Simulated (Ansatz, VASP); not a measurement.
**One calculation of AgCl, two programs**

Contents of INCAR:

```
PREC     = Accurate       # precision mode
ENCUT    = 520            # plane-wave cutoff, eV
EDIFF    = 1E-6           # SCF threshold, eV
ISMEAR   = 0              # smearing method
SIGMA    = 0.02           # smearing width, eV
LREAL    = False          # projectors in reciprocal space
LASPH    = True           # aspherical terms in the spheres
NELM     = 100            # most SCF steps
ALGO     = Normal         # electronic algorithm
ISIF     = 2              # what is computed and relaxed
LWAVE    = False          # write WAVECAR
LCHARG   = False          # write CHGCAR
GGA      = PE             # functional
NBANDS   = 16             # bands
```

The input KPOINTS:

```
regular mesh
0
Gamma
  8 8 8
```

Contents of POSCAR:

```
AgCl
1.0
    0.0000000000      2.7431722485      2.7431722485
    2.7431722485      0.0000000000      2.7431722485
    2.7431722485      2.7431722485      0.0000000000
Ag Cl
1 1
Direct
    0.5000000000      0.5000000000      0.5000000000
    0.0000000000      0.0000000000      0.0000000000
```

Input for Ansatz:

```yaml
crystal:
  lattice:
    - [0.0, 2.7431722485, 2.7431722485]
    - [2.7431722485, 0.0, 2.7431722485]
    - [2.7431722485, 2.7431722485, 0.0]
  atoms:
    - { symbol: Ag, position: [0.5, 0.5, 0.5] }
    - { symbol: Cl, position: [0.0, 0.0, 0.0] }
basis:
  ecutwfc: 420
kpoints:
  mp_grid: { grid: [8, 8, 8] }
hamiltonian:
  xc: pbe
scf:
  occupations: { method: gaussian, width: 0.02 }
output:
  forces: true
  stress: true
  eigenvalues: true
```

Alike in both runs: task single point; functional PBE; k mesh 8 × 8 × 8; occupations gaussian, width 0.02 eV; no spin polarisation.

```csv
,VASP,Ansatz
version,VASP 6.6.1,Ansatz 0.2.0
potentials or method,"VASP PAW PBE potentials, release 64 (Ag, Cl), cutoff 520 eV","scalar-relativistic, plane waves, PAW"
valence electrons in the cell,18,26
```

```csv
,VASP,Ansatz,Ansatz less VASP
gap on the k mesh at the Fermi level (eV),0.90,0.91,+0.003
least direct gap on the mesh (eV),3.29,3.29,+0.002
pressure (GPa),3.2,3.4,+0.15
```

VASP's potentials hold 18 valence electrons a cell and Ansatz's 26, so a difference there can come from the potentials and not from the codes.
